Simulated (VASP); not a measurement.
Crystal: ZnPb2N2.

```xyz
5
Lattice="-2.2324 2.2324 5.4156 2.2324 -2.2324 5.4156 2.2324 2.2324 -5.4156" Properties=species:S:1:pos:R:3 pbc="T T T"
Zn    0.0000    0.0000    0.0000
Pb    0.0000    0.0000    4.0195
Pb    0.0000    0.0000    6.8118
N     2.2324    0.0000    2.7078
N     0.0000    2.2324    2.7078
```

| Property | Result |
| --- | --- |
| Program | VASP 6.6.1 |
| Task | relaxation of cell and atoms |
| Functional | PBE |
| Potentials or basis | VASP PAW PBE potentials, release 64 (Zn, Pb_d, N) |
| Cutoff | 600 eV |
| k mesh | 6 × 6 × 6 |
| Occupations | gaussian, width 0.1 eV |
| Spin | no spin polarisation |

At the start: pressure -6.5 GPa; volume 21.59 Å³/atom.

Question: How do energy, volume and symmetry change on relaxing?

Answer: Over 13 steps the energy falls by 323.6 meV/atom and the volume is 19.32 Å³/atom (-10.5 %); space group I4/mmm (No. 139, to 0.1 Å) before and after.

The path:
| step | energy change (eV) | largest force (eV/Å) | pressure (GPa) | volume (Å³) |
| --- | --- | --- | --- | --- |
| 1 | 0.0000 | 4.3186 | -6.48 | 107.96 |
| 2 | -1.4575 | 0.9065 | 0.85 | 94.77 |
| 3 | -1.4705 | 0.5757 | 2.41 | 93.43 |
| 4 | -1.5542 | 0.4634 | 0.34 | 96.80 |
| 5 | -1.5816 | 0.3349 | -1.78 | 101.06 |
| 6 | -1.5825 | 0.3556 | -1.47 | 100.33 |
| 7 | -1.6057 | 0.1029 | -0.07 | 98.99 |
| 8 | -1.6058 | 0.0856 | -0.12 | 99.03 |
| 9 | -1.6097 | 0.0684 | -0.20 | 98.69 |
| 10 | -1.6168 | 0.0021 | -0.33 | 97.63 |
| 11 | -1.6175 | 0.0401 | -0.41 | 97.20 |
| 12 | -1.6147 | 0.0838 | 0.84 | 95.22 |
| 13 | -1.6181 | 0.0027 | -0.03 | 96.60 |

Final structure:
```
Zn Pb N
1.0
    -2.17225    2.17225    5.11789
     2.17225   -2.17225    5.11789
     2.17225    2.17225   -5.11789
Zn Pb N
1 2 2
Direct
  0.00000 0.00000 0.00000
  0.34006 0.34006 0.00000
  0.65994 0.65994 0.00000
  0.25000 0.75000 0.50000
  0.75000 0.25000 0.50000
```
